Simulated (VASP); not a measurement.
# HgTe (Coloradoite) (F-43m) in VASP: notebook

Runs on HgTe (Coloradoite). Level: PBE. Tasks: single point.

Program: VASP 6.6.1. These are calculated values, not measurements. Logs are shortened: lines on timing, memory, paths and dates and some standing lists are left out, and cuts for length are marked.

## Step 1: The cell of the first run

Symmetry: F-43m, No. 216, cubic system. The conventional cell has a = 6.429 Å, b = 6.429 Å, c = 6.429 Å, α = 90.00°, β = 90.00°, γ = 90.00°. Within 3.7 Å of Hg (site symmetry -43m) lie 4 Te at 2.78 Å. Te (site symmetry -43m) has 4 Hg at 2.78 Å within 3.7 Å.

## Step 2: Single point, PBE

INCAR

```
PREC = Accurate ; ENCUT = 500
EDIFF = 1E-6 ; ISMEAR = -1
SIGMA = 0.01 ; LREAL = False
LASPH = True ; NELM = 120
ALGO = Normal ; ISIF = 2
LWAVE = False ; LCHARG = False
GGA = PE ; NBANDS = 16
GGA_COMPAT = False
```

KPOINTS

```
regular mesh
0
Gamma
  6 6 6
```

POSCAR

```
HgTe
1.0
    0.0000000000      3.2145000000      3.2145000000
    3.2145000000      0.0000000000      3.2145000000
    3.2145000000      3.2145000000      0.0000000000
Hg Te
1 1
Direct
    0.0000000000      0.0000000000      0.0000000000
    0.2500000000      0.2500000000      0.2500000000
```

Potentials or basis: VASP PAW PBE potentials, release 64 (Hg, Te).

Launch:

```sh
cat potpaw_PBE.64/Hg/POTCAR potpaw_PBE.64/Te/POTCAR > POTCAR
mpirun -np 1 vasp_std > vasp.out
```

OUTCAR:

```text
PREC = Accurate
   ENCUT = 500
   EDIFF = 1E-6
   ISMEAR = -1
   LREAL = False
   LASPH = True
   NELM = 120
   ISIF = 2
   GGA = PE

 ion  position               nearest neighbor table
   1  0.000  0.000  0.000-   2 2.78   2 2.78   2 2.78   2 2.78
   2  0.250  0.250  0.250-   1 2.78   1 2.78   1 2.78   1 2.78

  LATTYP: Found a face centered cubic cell.
 ALAT       =     6.4290000000

  Lattice vectors:

 A1 = (   0.0000000000,   3.2145000000,   3.2145000000)
 A2 = (   3.2145000000,   0.0000000000,   3.2145000000)
 A3 = (   3.2145000000,   3.2145000000,   0.0000000000)

Analysis of symmetry for initial positions (statically):
=====================================================================
 Subroutine PRICEL returns:
 Original cell was already a primitive cell.

 Routine SETGRP: Setting up the symmetry group for a
 face centered cubic supercell.

 Subroutine GETGRP returns: Found 24 space group operations
 (whereof 24 operations were pure point group operations)
 out of a pool of 48 trial point group operations.

The static configuration has the point symmetry T_d .

Analysis of symmetry for dynamics (positions and initial velocities):
=====================================================================
 Subroutine PRICEL returns:
 Original cell was already a primitive cell.

 Routine SETGRP: Setting up the symmetry group for a
 face centered cubic supercell.

 Subroutine GETGRP returns: Found 24 space group operations
 (whereof 24 operations were pure point group operations)
 out of a pool of 48 trial point group operations.

The dynamic configuration has the point symmetry T_d .

 Subroutine INISYM returns: Found 24 space group operations
 (whereof 24 operations are pure point group operations),
 and found     1 'primitive' translations

----------------------------------------------------------------------------------------

                                     Primitive cell

  volume of cell :      66.4309

  direct lattice vectors                    reciprocal lattice vectors
     0.000000000  3.214500000  3.214500000    -0.155545186  0.155545186  0.155545186
     3.214500000  0.000000000  3.214500000     0.155545186 -0.155545186  0.155545186
     3.214500000  3.214500000  0.000000000     0.155545186  0.155545186 -0.155545186

  length of vectors
     4.545989496  4.545989496  4.545989496     0.269412165  0.269412165  0.269412165

  position of ions in fractional coordinates (direct lattice)
[... 68 lines left out ...]
   ENCUT  =  500.0 eV  36.75 Ry    6.06 a.u.   8.29  8.29  8.29*2*pi/ulx,y,z
   NELM   =    120;   NELMIN=  2; NELMDL= -5     # of ELM steps
   EDIFF  = 0.1E-05   stopping-criterion for ELM
   LREAL  =      F    real-space projection
   EDIFFG = 0.1E-04   stopping-criterion for IOM
   NSW    =      0    number of steps for IOM
   IBRION =     -1    ionic relax: 0-MD 1-quasi-New 2-CG
   NFREE  =      0    steps in history (QN), initial steepest desc. (CG)
   ISIF   =      2    stress and relaxation
   ISYM   =      2    0-nonsym 1-usesym 2-fastsym
   POTIM  = 0.5000    time-step for ionic-motion
   TEBEG  =    0.0;   TEEND  =   0.0 temperature during run
   PSTRESS=    0.0 pullay stress
   NELECT =      18.0000    total number of electrons
   NUPDOWN=      -1.0000    fix difference up-down
   EMIN   =  10.00;   EMAX   =-10.00  energy-range for DOS
   EFERMI =   0.00;   METHOD = LEGACY
   ISMEAR =    -1;   SIGMA  =   0.01  broadening in eV -4-tet -1-fermi 0-gaus
   EFERMI_NEDOS =   21; number of points for ismear=-14 and -15
   IALGO  =     38    algorithm
   IMIX   =      4    mixing-type and parameters
     AMIX     =   0.40;   BMIX     =  1.00
     AMIX_MAG =   1.60;   BMIX_MAG =  1.00
  volume/ion in A,a.u.               =      33.22       224.15
  Fermi-wavevector in a.u.,A,eV,Ry     =   1.059357  2.001894 15.268958  1.122237
  Thomas-Fermi vector in A             =   2.194699
   LORBIT       =      0    0 simple, 1 ext, 2 COOP (PROOUT), +10 PAW based schemes
   GGA     = PE    functional components
   LHFCALC =     F    Hartree Fock is set to
   AEXX    =    0.0000 exact exchange contribution
   IVDW    =     0    specifies the selected vdW correction
   LEPSILON=     F    determine dielectric tensor
   LRPA    =     F    only Hartree local field effects (RPA)
 non-spin polarized calculation
  energy-cutoff  :      500.00
  volume of cell :       66.43
 maximum number of plane-waves:      1700
 NGX is ok and might be reduce to    36
   NGX = 17   NGY = 17   NGZ = 17

 number of electron      18.0000000 magnetization

 Free energy of the ion-electron system (eV)
  ---------------------------------------------------
  ext. energy  EPLUGINS =         0.00000000
  ---------------------------------------------------
  free energy    TOTEN  =        -3.54366116 eV

  energy without entropy =       -3.54348435  energy(sigma->0) =       -3.54357275

 E-fermi :   3.2846     XC(G=0):  -8.8157

 val. band max:        3.2776719028   @ k =   0.0000   0.0000   0.0000
 cond. band min:       3.9819785706   @ k =   0.5000   0.0000   0.0000
 fundamental gap:      0.7043066678
 Fermi energy:         3.2846033441

 k-point     1 :       0.0000    0.0000    0.0000
  band No.  band energies     occupation
      1      -8.8281      2.00000
      2      -4.1782      2.00000
      3      -4.1782      2.00000
      4      -4.1782      2.00000
      5      -3.6290      2.00000
      6      -3.6290      2.00000
[... 281 lines left out ...]
      3      -3.8817      2.00000
      4      -3.7553      2.00000
      5      -3.6119      2.00000
      6      -3.0229      2.00000
[... 8 lines left out ...]
     15      14.1908      0.00000
     16      14.4845      0.00000

------------------------ aborting loop because EDIFF is reached ----------------------------------------

  FORCE on cell =-STRESS in cart. coord.  units (eV):
  Direction    XX          YY          ZZ          XY          YZ          ZX
  --------------------------------------------------------------------------------------
  -------------------------------------------------------------------------------------
  Total        1.9410018      1.9410018      1.9410018     -0.0000000      0.0000000     -0.0000000
  in kB       46.8129754     46.8129754     46.8129754     -0.0000000      0.0000000     -0.0000000
  external PRESSURE =      46.8129754 kB  Pullay stress =       0.0000000 kB

 VOLUME and BASIS-vectors are now :
 -----------------------------------------------------------------------------
  energy-cutoff  :      500.00
  volume of cell :       66.43
      direct lattice vectors                 reciprocal lattice vectors
     0.000000000  3.214500000  3.214500000    -0.155545186  0.155545186  0.155545186
     3.214500000  0.000000000  3.214500000     0.155545186 -0.155545186  0.155545186
     3.214500000  3.214500000  0.000000000     0.155545186  0.155545186 -0.155545186

 POSITION                                       TOTAL-FORCE (eV/Angst)
 -----------------------------------------------------------------------------------
      0.00000      0.00000      0.00000         0.000000      0.000000      0.000000
      1.60725      1.60725      1.60725        -0.000000     -0.000000     -0.000000
 -----------------------------------------------------------------------------------
    total drift:                                0.000000      0.000000     -0.000000

  FREE ENERGIE OF THE ION-ELECTRON SYSTEM (eV)
  ---------------------------------------------------
  free  energy   TOTEN  =        -3.5436611575 eV

  energy  without entropy=       -3.5434843480  energy(sigma->0) =       -3.54357275
```

OSZICAR:

```text
N       E                     dE             d eps       ncg     rms          rms(c)
DAV:   1     0.105722651359E+03    0.10572E+03   -0.77976E+03   512   0.938E+02
DAV:   2    -0.104545725526E+00   -0.10583E+03   -0.98175E+02   600   0.228E+02
DAV:   3    -0.372629345557E+01   -0.36217E+01   -0.36129E+01   632   0.435E+01
DAV:   4    -0.376039494986E+01   -0.34101E-01   -0.34099E-01   776   0.388E+00
DAV:   5    -0.376047415020E+01   -0.79200E-04   -0.79199E-04   640   0.178E-01    0.796E+00
DAV:   6    -0.355254173779E+01    0.20793E+00   -0.40478E-01   576   0.866E+00    0.625E+00
DAV:   7    -0.354443666113E+01    0.81051E-02   -0.10577E-01   584   0.223E+00    0.223E+00
DAV:   8    -0.354359838298E+01    0.83828E-03   -0.11791E-02   568   0.125E+00    0.560E-01
DAV:   9    -0.354361735561E+01   -0.18973E-04   -0.77073E-04   624   0.326E-01    0.138E-01
DAV:  10    -0.354364753931E+01   -0.30184E-04   -0.91941E-05   624   0.849E-02    0.501E-02
DAV:  11    -0.354366387212E+01   -0.16333E-04   -0.41382E-05   584   0.512E-02    0.445E-02
DAV:  12    -0.354366142812E+01    0.24440E-05   -0.49835E-06   616   0.215E-02    0.219E-02
DAV:  13    -0.354366115750E+01    0.27062E-06   -0.81436E-07   440   0.479E-03
   1 F= -.35436612E+01 E0= -.35435728E+01  d E =-.176809E-03
```

stdout:

```text
POSCAR found type information on POSCAR HgTe
 POSCAR found :  2 types and       2 ions
 scaLAPACK will be used
 LDA part: xc-table for (Slater+PW92), standard interpolation
 POSCAR, INCAR and KPOINTS ok, starting setup
 FFT: planning ... GRIDC
 FFT: planning ... GRID_SOFT
 FFT: planning ... GRID
 WAVECAR not read
 entering main loop
```

Wall time 30 s (1 thread of Intel Xeon 8259CL, shared host); peak memory 0.2 GiB.

What came out:

```yaml
Free_energy: -3.5437 eV
Pressure: 4.7 GPa
Band_gap_on_the_k_mesh: zero (filled and empty bands touch)
```

Caveat: spin-orbit coupling is left out, which moves the levels of the heavy elements.

## Step 3: Single point, PBE

This run uses another cell than the first one, of 33.88 Å³/atom, 1.020 times its volume.

INCAR

```
ALGO = Normal ; EDIFF = 1E-6
ENCUT = 500 ; GGA = PE
GGA_COMPAT = False ; ISIF = 2
ISMEAR = -1 ; LASPH = True
LCHARG = False ; LREAL = False
LWAVE = False ; NBANDS = 16
NELM = 120 ; PREC = Accurate
SIGMA = 0.01
```

KPOINTS

```
k-points
0
Gamma
  6 6 6
```

POSCAR

```
HgTe
1.0
    0.0000000000      3.2357886999      3.2357886999
    3.2357886999      0.0000000000      3.2357886999
    3.2357886999      3.2357886999      0.0000000000
Hg Te
1 1
Direct
    0.0000000000      0.0000000000      0.0000000000
    0.2500000000      0.2500000000      0.2500000000
```

Potentials or basis: VASP PAW PBE potentials, release 64 (Hg, Te).

Launch:

```sh
cat potpaw_PBE.64/Hg/POTCAR potpaw_PBE.64/Te/POTCAR > POTCAR
mpirun -np 1 vasp_std > vasp.out
```

OUTCAR:

```text
EDIFF = 1E-6
   ENCUT = 500
   GGA = PE
   ISIF = 2
   ISMEAR = -1
   LASPH = True
   LREAL = False
   NELM = 120
   PREC = Accurate

 ion  position               nearest neighbor table
   1  0.000  0.000  0.000-   2 2.80   2 2.80   2 2.80   2 2.80
   2  0.250  0.250  0.250-   1 2.80   1 2.80   1 2.80   1 2.80

  LATTYP: Found a face centered cubic cell.
 ALAT       =     6.4715773998

  Lattice vectors:

 A1 = (   0.0000000000,   3.2357886999,   3.2357886999)
 A2 = (   3.2357886999,   0.0000000000,   3.2357886999)
 A3 = (   3.2357886999,   3.2357886999,   0.0000000000)

Analysis of symmetry for initial positions (statically):
=====================================================================
 Subroutine PRICEL returns:
 Original cell was already a primitive cell.

 Routine SETGRP: Setting up the symmetry group for a
 face centered cubic supercell.

 Subroutine GETGRP returns: Found 24 space group operations
 (whereof 24 operations were pure point group operations)
 out of a pool of 48 trial point group operations.

The static configuration has the point symmetry T_d .

[... 148 lines left out ...]

  energy without entropy =       -3.57809527  energy(sigma->0) =       -3.57818368

 E-fermi :   3.0718     XC(G=0):  -8.7249

 val. band max:        3.0648723087   @ k =   0.0000   0.0000   0.0000
 cond. band min:       3.7687687881   @ k =   0.5000   0.0000   0.0000
 fundamental gap:      0.7038964794
 Fermi energy:         3.0718037486

 k-point     1 :       0.0000    0.0000    0.0000
  band No.  band energies     occupation
      1      -8.8958      2.00000
      2      -4.2728      2.00000
      3      -4.2728      2.00000
      4      -4.2728      2.00000
      5      -3.7479      2.00000
      6      -3.7479      2.00000
[... 281 lines left out ...]
      3      -3.9901      2.00000
      4      -3.8666      2.00000
      5      -3.7308      2.00000
      6      -3.1731      2.00000
[... 8 lines left out ...]
     15      13.9258      0.00000
     16      14.2077      0.00000

------------------------ aborting loop because EDIFF is reached ----------------------------------------

  FORCE on cell =-STRESS in cart. coord.  units (eV):
  Direction    XX          YY          ZZ          XY          YZ          ZX
  --------------------------------------------------------------------------------------
  -------------------------------------------------------------------------------------
  Total        1.5239605      1.5239605      1.5239605      0.0000000      0.0000000      0.0000000
  in kB       36.0341130     36.0341130     36.0341130      0.0000000      0.0000000      0.0000000
  external PRESSURE =      36.0341130 kB  Pullay stress =       0.0000000 kB

 VOLUME and BASIS-vectors are now :
 -----------------------------------------------------------------------------
  energy-cutoff  :      500.00
  volume of cell :       67.76
      direct lattice vectors                 reciprocal lattice vectors
     0.000000000  3.235788700  3.235788700    -0.154521833  0.154521833  0.154521833
     3.235788700  0.000000000  3.235788700     0.154521833 -0.154521833  0.154521833
     3.235788700  3.235788700  0.000000000     0.154521833  0.154521833 -0.154521833

 POSITION                                       TOTAL-FORCE (eV/Angst)
 -----------------------------------------------------------------------------------
      0.00000      0.00000      0.00000         0.000000      0.000000      0.000000
      1.61789      1.61789      1.61789        -0.000000     -0.000000     -0.000000
 -----------------------------------------------------------------------------------
    total drift:                               -0.000000     -0.000000     -0.000000

  FREE ENERGIE OF THE ION-ELECTRON SYSTEM (eV)
  ---------------------------------------------------
  free  energy   TOTEN  =        -3.5782720820 eV

  energy  without entropy=       -3.5780952725  energy(sigma->0) =       -3.57818368
```

Wall time 30 s (1 thread of Intel Xeon 8259CL, shared host); peak memory 0.21 GiB.

What came out:

```yaml
Free_energy: -3.5783 eV
Pressure: 3.6 GPa
Band_gap_on_the_k_mesh: zero (filled and empty bands touch)
```

Levels at points of the mesh, in eV from the Fermi level:
```csv
k point,band 7,band 8,band 9,band 10,band 11,band 12
"(0.00, 0.00, 0.00)",-0.74,-0.01,-0.01,-0.01,4.23,4.23
"(0.50, 0.00, 0.00)",-5.48,-0.99,-0.99,0.70,5.03,5.03
"(0.50, 0.50, 0.00)",-5.43,-2.27,-2.27,1.89,2.49,8.20
```

Caveat: spin-orbit coupling is left out, which moves the levels of the heavy elements.
